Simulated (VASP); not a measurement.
Crystal: Pd.

```
Pd
1.0
    -1.57228    1.57228    1.57228
     1.57228   -1.57228    1.57228
     1.57228    1.57228   -1.57228
Pd
1
Cartesian
  0.0000 0.0000 0.0000
```

| Property | Result |
| --- | --- |
| Program | VASP 6.6.1 |
| Task | relaxation of cell and atoms |
| Functional | PBEsol |
| Potentials or basis | VASP PAW PBE potentials, release 64 (Pd) |
| Cutoff | 600 eV |
| k mesh | 13 × 13 × 13 |
| Occupations | gaussian, width 0.01 eV |
| Spin | no spin polarisation |

At the start: pressure -10.3 GPa; volume 15.55 Å³/atom.

Q: Where does the relaxation end?

A: Over 4 steps the energy falls by 31.1 meV/atom and the volume is 14.64 Å³/atom (-5.8 %); space group Im-3m (No. 229, to 0.05 Å).

The path:
| step | energy change (eV) | largest force (eV/Å) | pressure (GPa) | volume (Å³) |
| --- | --- | --- | --- | --- |
| 1 | 0.0000 | 0.0000 | -10.28 | 15.55 |
| 2 | 0.0469 | 0.0000 | 22.30 | 13.41 |
| 3 | -0.0311 | 0.0000 | -0.28 | 14.66 |
| 4 | -0.0311 | 0.0000 | -0.04 | 14.64 |

Final structure:
```
Pd
1.0
    -1.54114    1.54114    1.54114
     1.54114   -1.54114    1.54114
     1.54114    1.54114   -1.54114
Pd
1
Cartesian
  0.0000 0.0000 0.0000
```

Caveat: the PAW data sets were made with another functional, which shifts forces and pressure a little.
